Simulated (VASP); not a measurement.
# TiO2 (P4_2/mnm) in VASP: a series of runs, part 2 of 2

VASP 6.6.1.

### Step 4. Single point, PBE

This run uses another cell than the first one, of 9.16 Å³/atom, 1.029 times its volume.

Input file INCAR:

```
SYSTEM = TiO2
PREC     = Accurate       ! precision mode
ENCUT    = 520            ! plane-wave cutoff, eV
EDIFF    = 1E-6           ! SCF threshold, eV
ISMEAR   = 0              ! smearing method
SIGMA    = 0.05           ! smearing width, eV
LREAL    = .FALSE.        ! projectors in reciprocal space
LASPH    = .TRUE.         ! aspherical terms in the spheres
NELM     = 80             ! most SCF steps
ALGO     = Normal         ! electronic algorithm
ISIF     = 2              ! what is computed and relaxed
LWAVE    = .FALSE.        ! write WAVECAR
LCHARG   = .FALSE.        ! write CHGCAR
GGA      = PE             ! functional
NBANDS   = 33             ! bands
```

Input file KPOINTS:

```
regular mesh
0
G
  6 6 10
  0 0 0
```

Input file POSCAR:

```
TiO2
1.0
    4.4267000000      0.0000000000      0.0000000000
    0.0000000000      4.4267000000      0.0000000000
    0.0000000000      0.0000000000      2.8058000000
Ti O
2 4
Direct
    0.0000000000      0.0000000000      0.0000000000
    0.5000000000      0.5000000000      0.5000000000
    0.3050970583      0.3050970583      0.0000000000
    0.1949029417      0.8050970583      0.5000000000
    0.6949029417      0.6949029417      0.0000000000
    0.8050970583      0.1949029417      0.5000000000
```

Potentials or basis: VASP PAW PBE potentials, release 64 (Ti_sv, O).

Launch:

```
$ cat potpaw_PBE.64/Ti_sv/POTCAR potpaw_PBE.64/O/POTCAR > POTCAR
$ mpirun -np 1 vasp_std > vasp.out
```

OUTCAR:

```text
SYSTEM = TiO2
   PREC = Accurate
   ENCUT = 520
   EDIFF = 1E-6
   ISMEAR = 0
   LREAL = .FALSE.
   LASPH = .TRUE.
   NELM = 80
   ISIF = 2
   GGA = PE

 ion  position               nearest neighbor table
   1  0.000  0.000  0.000-   4 1.86   6 1.86   4 1.86   6 1.86   5 1.91   3 1.91
   2  0.500  0.500  0.500-   3 1.86   5 1.86   3 1.86   5 1.86   4 1.91   6 1.91
   3  0.305  0.305  0.000-   2 1.86   2 1.86   1 1.91
   4  0.195  0.805  0.500-   1 1.86   1 1.86   2 1.91
   5  0.695  0.695  0.000-   2 1.86   2 1.86   1 1.91
   6  0.805  0.195  0.500-   1 1.86   1 1.86   2 1.91

  LATTYP: Found a simple tetragonal cell.
 ALAT       =     4.4267000000
 C/A-ratio  =     0.6338355886

  Lattice vectors:

 A1 = (   4.4267000000,   0.0000000000,   0.0000000000)
 A2 = (   0.0000000000,   4.4267000000,   0.0000000000)
 A3 = (   0.0000000000,   0.0000000000,   2.8058000000)

Analysis of symmetry for initial positions (statically):
=====================================================================
 Subroutine PRICEL returns:
 Original cell was already a primitive cell.

 Routine SETGRP: Setting up the symmetry group for a
 simple tetragonal supercell.

[... 174 lines left out ...]

  energy without entropy =      -52.44430120  energy(sigma->0) =      -52.44430120

 E-fermi :   6.3796     XC(G=0): -12.0978

 val. band max:        6.1576577273   @ k =   0.0000   0.0000   0.0000
 cond. band min:       8.3773870283   @ k =   0.0000   0.0000   0.0000
 fundamental gap:      2.2197293010
 Fermi energy:         6.3796370897

 k-point     1 :       0.0000    0.0000    0.0000
  band No.  band energies     occupation
      1     -50.2338      2.00000
      2     -50.2009      2.00000
      3     -26.7068      2.00000
      4     -26.7068      2.00000
      5     -26.4170      2.00000
      6     -26.4170      2.00000
[... 853 lines left out ...]
     32      12.6561      0.00000
     33      13.9361      0.00000

 [... further k-points ...]
[... 5 lines left out ...]
  --------------------------------------------------------------------------------------
  -------------------------------------------------------------------------------------
  Total       14.7572998     14.7572998     20.3674874      0.0000000      0.0000000      0.0000000
  in kB      430.0318173    430.0318173    593.5142460      0.0000000      0.0000000      0.0000000
  external PRESSURE =     484.5259602 kB  Pullay stress =       0.0000000 kB

 VOLUME and BASIS-vectors are now :
 -----------------------------------------------------------------------------
  energy-cutoff  :      520.00
  volume of cell :       54.98
      direct lattice vectors                 reciprocal lattice vectors
     4.426700000  0.000000000  0.000000000     0.225901913  0.000000000  0.000000000
     0.000000000  4.426700000  0.000000000     0.000000000  0.225901913  0.000000000
     0.000000000  0.000000000  2.805800000     0.000000000  0.000000000  0.356404590

 POSITION                                       TOTAL-FORCE (eV/Angst)
 -----------------------------------------------------------------------------------
      0.00000      0.00000      0.00000         0.000000     -0.000000      0.000000
      2.21335      2.21335      1.40290         0.000000     -0.000000      0.000000
      1.35057      1.35057      0.00000        -0.728936     -0.728936      0.000000
      0.86278      3.56392      1.40290         0.728936     -0.728936      0.000000
      3.07613      3.07613      0.00000         0.728936      0.728936     -0.000000
      3.56392      0.86278      1.40290        -0.728936      0.728936     -0.000000
 -----------------------------------------------------------------------------------
    total drift:                               -0.000000      0.000000     -0.000000

  FREE ENERGIE OF THE ION-ELECTRON SYSTEM (eV)
  ---------------------------------------------------
  free  energy   TOTEN  =       -52.4443012045 eV

  energy  without entropy=      -52.4443012045  energy(sigma->0) =      -52.44430120
```

OSZICAR:

```text
N       E                     dE             d eps       ncg     rms          rms(c)
DAV:   1     0.672182867502E+03    0.67218E+03   -0.24308E+04  3960   0.177E+03
DAV:   2     0.284423649025E+02   -0.64374E+03   -0.59537E+03  4309   0.526E+02
DAV:   3    -0.637330851648E+02   -0.92175E+02   -0.89856E+02  5363   0.192E+02
DAV:   4    -0.685733976597E+02   -0.48403E+01   -0.48292E+01  5655   0.411E+01
DAV:   5    -0.687191017160E+02   -0.14570E+00   -0.14568E+00  5256   0.619E+00    0.375E+01
DAV:   6    -0.521340356809E+02    0.16585E+02   -0.64767E+01  5139   0.936E+01    0.101E+01
DAV:   7    -0.524901722331E+02   -0.35614E+00   -0.11050E+01  4748   0.291E+01    0.114E+01
DAV:   8    -0.524059923723E+02    0.84180E-01   -0.51656E-01  5495   0.722E+00    0.626E+00
DAV:   9    -0.524634907755E+02   -0.57498E-01   -0.40846E-01  5156   0.589E+00    0.196E+00
DAV:  10    -0.524460331024E+02    0.17458E-01   -0.78183E-02  5059   0.333E+00    0.639E-01
DAV:  11    -0.524445540622E+02    0.14790E-02   -0.13833E-02  5421   0.107E+00    0.124E-01
DAV:  12    -0.524443573786E+02    0.19668E-03   -0.93457E-04  5195   0.257E-01    0.701E-02
DAV:  13    -0.524442990077E+02    0.58371E-04   -0.20461E-04  4962   0.187E-01    0.142E-02
DAV:  14    -0.524443011939E+02   -0.21862E-05   -0.24507E-05  4757   0.425E-02    0.104E-02
DAV:  15    -0.524443012045E+02   -0.10609E-07   -0.25914E-06  3644   0.111E-02
   1 F= -.52444301E+02 E0= -.52444301E+02  d E =-.215918E-12
```

stdout:

```text
POSCAR found type information on POSCAR TiO
 POSCAR found :  2 types and       6 ions
 scaLAPACK will be used
 LDA part: xc-table for (Slater+PW92), standard interpolation
 POSCAR, INCAR and KPOINTS ok, starting setup
 FFT: planning ... GRIDC
 FFT: planning ... GRID_SOFT
 FFT: planning ... GRID
 WAVECAR not read
 entering main loop
```

It took 85 s on 1 thread of Intel Xeon Platinum 8259CL at 2.50GHz (Skylake/Cascade Lake), shared host; peak memory 0.22 GiB.

Results:

```
Free energy            : -52.4443 eV
Pressure               : 48.5 GPa
Largest force          : 1.031 eV/Å
Band gap on the k mesh : 2.22 eV, direct
```

Forces in eV/Å, atoms in the order of the input:
```
Ti   0.000  0.000  0.000
Ti   0.000  0.000  0.000
O   -0.729 -0.729  0.000
O    0.729 -0.729  0.000
O    0.729  0.729  0.000
O   -0.729  0.729  0.000
```

Stress tensor (GPa, compression positive):
```
43.00  0.00  0.00
 0.00 43.00  0.00
 0.00  0.00 59.35
```

Caveat: forces of over 1 eV/Å act on the atoms, so gaps and moduli don't describe the material at rest. As with any semilocal functional, this PBE gap is likely too small.

### Step 5. Single point, PBE

This run uses another cell than the first one, of 9.21 Å³/atom, 1.034 times its volume.

Input file INCAR:

```
SYSTEM = TiO2
PREC = Accurate ; ENCUT = 520
EDIFF = 1E-6 ; ISMEAR = 0
SIGMA = 0.05 ; LREAL = .FALSE.
LASPH = .TRUE. ; NELM = 60
ALGO = Normal ; ISIF = 2
LWAVE = .FALSE. ; LCHARG = .FALSE.
GGA = PE ; NBANDS = 33
```

KPOINTS is that of step 4.

POSCAR: that of step 4 with these lines changed.

```diff
@@ -2,5 +2,5 @@
 1.0
-    4.4267000000      0.0000000000      0.0000000000
-    0.0000000000      4.4267000000      0.0000000000
-    0.0000000000      0.0000000000      2.8058000000
+    4.3184000000      0.0000000000      0.0000000000
+    0.0000000000      4.3184000000      0.0000000000
+    0.0000000000      0.0000000000      2.9638636879
 Ti O
```

Potentials or basis: VASP PAW PBE potentials, release 64 (Ti_sv, O).

Launch:

```
$ cat potpaw_PBE.64/Ti_sv/POTCAR potpaw_PBE.64/O/POTCAR > POTCAR
$ mpirun -np 1 vasp_std > vasp.out
```

OUTCAR:

```text
SYSTEM = TiO2
   PREC = Accurate
   ENCUT = 520
   EDIFF = 1E-6
   ISMEAR = 0
   LREAL = .FALSE.
   LASPH = .TRUE.
   NELM = 60
   ISIF = 2
   GGA = PE

 ion  position               nearest neighbor table
   1  0.000  0.000  0.000-   3 1.86   5 1.86   4 1.90   6 1.90   4 1.90   6 1.90
   2  0.500  0.500  0.500-   4 1.86   6 1.86   5 1.90   3 1.90   3 1.90   5 1.90
   3  0.305  0.305  0.000-   1 1.86   2 1.90   2 1.90
   4  0.195  0.805  0.500-   2 1.86   1 1.90   1 1.90
   5  0.695  0.695  0.000-   1 1.86   2 1.90   2 1.90
   6  0.805  0.195  0.500-   2 1.86   1 1.90   1 1.90

[... 1072 lines left out ...]
  -------------------------------------------------------------------------------------
  Total       15.8582179     15.8582179     11.6726062      0.0000000      0.0000000      0.0000000
  in kB      459.6857098    459.6857098    338.3564482      0.0000000      0.0000000      0.0000000
  external PRESSURE =     419.2426226 kB  Pullay stress =       0.0000000 kB

 VOLUME and BASIS-vectors are now :
 -----------------------------------------------------------------------------
  energy-cutoff  :      520.00
  volume of cell :       55.27
      direct lattice vectors                 reciprocal lattice vectors
     4.318400000  0.000000000  0.000000000     0.231567247  0.000000000  0.000000000
     0.000000000  4.318400000  0.000000000     0.000000000  0.231567247  0.000000000
     0.000000000  0.000000000  2.963863688     0.000000000  0.000000000  0.337397433

 POSITION                                       TOTAL-FORCE (eV/Angst)
 -----------------------------------------------------------------------------------
      0.00000      0.00000      0.00000         0.000000     -0.000000      0.000000
      2.15920      2.15920      1.48193         0.000000     -0.000000      0.000000
      1.31753      1.31753      0.00000        -0.252602     -0.252602     -0.000000
      0.84167      3.47673      1.48193         0.252602     -0.252602      0.000000
      3.00087      3.00087      0.00000         0.252602      0.252602      0.000000
      3.47673      0.84167      1.48193        -0.252602      0.252602      0.000000
 -----------------------------------------------------------------------------------
    total drift:                               -0.000000      0.000000     -0.000000

  FREE ENERGIE OF THE ION-ELECTRON SYSTEM (eV)
  ---------------------------------------------------
  free  energy   TOTEN  =       -52.5550784166 eV

  energy  without entropy=      -52.5550784166  energy(sigma->0) =      -52.55507842
```

OSZICAR:

```text
N       E                     dE             d eps       ncg     rms          rms(c)
DAV:   1     0.657822310073E+03    0.65782E+03   -0.24389E+04  3960   0.176E+03
DAV:   2     0.254063446323E+02   -0.63242E+03   -0.58470E+03  4306   0.521E+02
DAV:   3    -0.642523681580E+02   -0.89659E+02   -0.87925E+02  5338   0.191E+02
DAV:   4    -0.692417114814E+02   -0.49893E+01   -0.49769E+01  5661   0.416E+01
DAV:   5    -0.693852796303E+02   -0.14357E+00   -0.14355E+00  5273   0.612E+00    0.363E+01
DAV:   6    -0.522865649957E+02    0.17099E+02   -0.67139E+01  5214   0.934E+01    0.991E+00
DAV:   7    -0.526145157419E+02   -0.32795E+00   -0.10720E+01  4856   0.282E+01    0.106E+01
DAV:   8    -0.525218052302E+02    0.92711E-01   -0.49599E-01  5587   0.699E+00    0.597E+00
DAV:   9    -0.525835051894E+02   -0.61700E-01   -0.43980E-01  4973   0.628E+00    0.227E+00
DAV:  10    -0.525574538160E+02    0.26051E-01   -0.92528E-02  5052   0.353E+00    0.723E-01
DAV:  11    -0.525553010522E+02    0.21528E-02   -0.15671E-02  5286   0.128E+00    0.104E-01
DAV:  12    -0.525551245413E+02    0.17651E-03   -0.10813E-03  5353   0.295E-01    0.656E-02
DAV:  13    -0.525550761313E+02    0.48410E-04   -0.18900E-04  5124   0.168E-01    0.173E-02
DAV:  14    -0.525550779339E+02   -0.18026E-05   -0.26346E-05  4733   0.431E-02    0.650E-03
DAV:  15    -0.525550784166E+02   -0.48275E-06   -0.63231E-07  2683   0.720E-03
   1 F= -.52555078E+02 E0= -.52555078E+02  d E =-.409741E-12
```

It took 66 s on 1 thread of Intel Xeon Platinum 8259CL at 2.50GHz (Skylake/Cascade Lake), shared host; peak memory 0.22 GiB.

Results:

- Free energy: -52.5551 eV
- Pressure: 41.9 GPa
- Largest force: 0.357 eV/Å
- Band gap on the k mesh: 2.12 eV, direct

Forces in eV/Å, atoms in the order of the input:
```
Ti   0.000  0.000  0.000
Ti   0.000  0.000  0.000
O   -0.253 -0.253  0.000
O    0.253 -0.253  0.000
O    0.253  0.253  0.000
O   -0.253  0.253  0.000
```

Levels at points of the mesh, in eV from the valence-band top:
| k point | band 20 | band 21 | band 22 | band 23 | band 24 | band 25 | band 26 | band 27 | band 28 | band 29 |
| --- | --- | --- | --- | --- | --- | --- | --- | --- | --- | --- |
| (0.00, 0.00, 0.00) | -2.52 | -0.87 | -0.37 | -0.37 | 0.00 | 2.12 | 2.58 | 2.64 | 2.66 | 2.66 |
| (0.50, 0.00, 0.00) | -3.23 | -2.15 | -2.15 | -0.88 | -0.88 | 3.00 | 3.00 | 3.44 | 3.44 | 3.95 |
| (0.50, 0.50, 0.00) | -2.42 | -1.63 | -1.63 | -0.91 | -0.91 | 2.27 | 2.27 | 2.70 | 2.70 | 4.26 |
| (0.00, 0.00, 0.50) | -3.10 | -2.51 | -2.51 | -1.44 | -1.44 | 3.14 | 3.14 | 3.52 | 3.52 | 4.29 |
| (0.50, 0.00, 0.50) | -2.61 | -2.26 | -2.26 | -1.20 | -1.20 | 2.14 | 2.14 | 3.22 | 3.22 | 4.56 |
| (0.50, 0.50, 0.50) | -2.48 | -1.58 | -1.58 | -0.62 | -0.62 | 2.96 | 2.96 | 3.22 | 3.22 | 3.71 |

A k mesh can miss the band edges. PBE gaps usually lie below the measured ones, often by a third to a half.

### Step 6. Single point, PBE

This run uses another cell than the first one, of 9.35 Å³/atom, 1.050 times its volume.

Input file INCAR:

```
SYSTEM = TiO2
PREC = Accurate
ENCUT = 520
EDIFF = 1E-6
ISMEAR = 0
SIGMA = 0.05
LREAL = .False.
LASPH = .True.
NELM = 60
ALGO = Normal
ISIF = 2
LWAVE = .False.
LCHARG = .False.
GGA = PE
NBANDS = 33
```

Input file KPOINTS:

```
regular mesh
0
Gamma
  6 6 10
  0 0 0
```

POSCAR: that of step 5 with these lines changed.

```diff
@@ -2,5 +2,5 @@
 1.0
-    4.3184000000      0.0000000000      0.0000000000
-    0.0000000000      4.3184000000      0.0000000000
-    0.0000000000      0.0000000000      2.9638636879
+    4.5351000000      0.0000000000      0.0000000000
+    0.0000000000      4.5351000000      0.0000000000
+    0.0000000000      0.0000000000      2.7268000000
 Ti O
```

Potentials or basis: VASP PAW PBE potentials, release 64 (Ti_sv, O).

Launch:

```
$ cat potpaw_PBE.64/Ti_sv/POTCAR potpaw_PBE.64/O/POTCAR > POTCAR
$ mpirun -np 1 vasp_std > vasp.out
```

Wall time 70 s (1 thread of Intel Xeon Platinum 8259CL at 2.50GHz (Skylake/Cascade Lake), shared host); peak memory 0.22 GiB.

It converged, with:

| Item | Value |
| --- | --- |
| Free energy | -52.4533 eV |
| Pressure | 44.6 GPa |
| Largest force | 1.267 eV/Å |
| Band gap on the k mesh | 2.28 eV, direct |

Forces on the atoms (eV/Å):
```
Ti   0.000  0.000  0.000
Ti   0.000  0.000  0.000
O   -0.896 -0.896  0.000
O    0.896 -0.896  0.000
O    0.896  0.896  0.000
O   -0.896  0.896  0.000
```

Stress tensor (GPa, compression positive):
```
32.96  0.00  0.00
 0.00 32.96  0.00
 0.00  0.00 67.82
```

Levels at points of the mesh, in eV from the valence-band top:
| k point | band 21 | band 22 | band 23 | band 24 | band 25 | band 26 | band 27 | band 28 |
| --- | --- | --- | --- | --- | --- | --- | --- | --- |
| (0.00, 0.00, 0.00) | -0.32 | -0.32 | -0.22 | 0.00 | 2.28 | 2.57 | 3.35 | 3.41 |
| (0.50, 0.00, 0.00) | -1.06 | -1.06 | -0.70 | -0.70 | 3.11 | 3.11 | 3.92 | 3.92 |
| (0.50, 0.50, 0.00) | -0.94 | -0.94 | -0.74 | -0.74 | 2.30 | 2.30 | 3.43 | 3.43 |
| (0.00, 0.00, 0.50) | -2.31 | -2.31 | -1.35 | -1.35 | 3.60 | 3.60 | 4.42 | 4.42 |
| (0.50, 0.00, 0.50) | -2.12 | -2.12 | -0.97 | -0.97 | 2.41 | 2.41 | 4.59 | 4.59 |
| (0.50, 0.50, 0.50) | -1.21 | -1.21 | -0.56 | -0.56 | 3.20 | 3.20 | 3.89 | 3.89 |

Caveat: forces of over 1 eV/Å act on the atoms, so gaps and moduli don't describe the material at rest. A k mesh can miss the band edges.

### Step 7. Summary

| cell | gap on the mesh (eV) | pressure (GPa) | largest force (eV/Å) |
| --- | --- | --- | --- |
| a = 4.427, b = 4.427, c = 2.727 Å, 6 atoms | 2.35 | 63.3 | 1.56 |
| a = 4.318, b = 4.318, c = 2.885 Å, 6 atoms | 2.19 | 54.4 | 0.70 |
| a = 4.427, b = 4.427, c = 2.806 Å, 6 atoms | 2.22 | 48.5 | 1.03 |
| a = 4.318, b = 4.318, c = 2.964 Å, 6 atoms | 2.12 | 41.9 | 0.36 |
| a = 4.535, b = 4.535, c = 2.727 Å, 6 atoms | 2.28 | 44.6 | 1.27 |

Alike in all rows: task single point; level PBE; potentials or basis VASP PAW PBE potentials, release 64 (Ti_sv, O); no spin polarisation; k mesh 6 × 6 × 10; cutoff (eV) 520; smearing gaussian 0.05 eV.

Caveats: forces of over 1 eV/Å act on the atoms, so gaps and moduli don't describe the material at rest (some runs).

Total energies depend on the potentials used, so only differences within one code and one set of settings carry meaning.
